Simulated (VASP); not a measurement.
Write the native input for VASP 6.6.1 that does the following.

```yaml
Task: single point
Functional: PBE
Potentials_or_basis: VASP PAW PBE potentials, release 64 (Zn, W_sv)
Cutoff: 520 eV
k_mesh: 4 × 4 × 4
Occupations: gaussian, width 0.1 eV
Spin: no spin polarisation
Dipole_correction: no
Further_INCAR_settings: ALGO = Fast; EDIFF = 1e-07; NBANDS = 65
```

The structure of ZnW7 lies in POSCAR:

```
ZnW7
1.0
    5.6108231500      0.0000000000      0.0000000000
    0.0000000000      5.6108231500      0.0000000000
    0.0000000000      0.0000000000      5.6108231500
Zn W
1 7
Direct
    0.0000000000      0.0000000000      0.0000000000
    0.2526152100      0.2526152100      0.2526152100
    0.0000000000      0.5000000000      0.5000000000
    0.5000000000      0.5000000000      0.0000000000
    0.5000000000      0.0000000000      0.5000000000
    0.7473847900      0.2526152100      0.7473847900
    0.7473847900      0.7473847900      0.2526152100
    0.2526152100      0.7473847900      0.7473847900
```

The input as run:

INCAR

```
SYSTEM = ZnW7
PREC = Accurate
ENCUT = 520
EDIFF = 1E-7
ISMEAR = 0
SIGMA = 0.1
LREAL = .FALSE.
LASPH = .TRUE.
NELM = 60
ALGO = Fast
ISIF = 2
LWAVE = .FALSE.
LCHARG = .FALSE.
GGA = PE
NBANDS = 65
```

KPOINTS

```
regular mesh
0
G
  4 4 4
  0 0 0
```

Potentials or basis: VASP PAW PBE potentials, release 64 (Zn, W_sv).

Run with:

```bash
$ cat potpaw_PBE.64/Zn/POTCAR potpaw_PBE.64/W_sv/POTCAR > POTCAR
$ mpirun -np 1 vasp_std > vasp.out
```

It gave:

```yaml
Pressure: 15.1 GPa
Largest_force: 0.763 eV/Å
Band_gap_on_the_k_mesh: zero (band 55 reaches 5.86 eV, above the bottom of band 56 at 5.02 eV)
```

Caveat: spin-orbit coupling is left out, which moves the levels of the heavy elements.

Run time: 4 min on 1 thread of Intel Xeon 6975P-C, with other jobs on the host, peak memory 0.3 GiB.
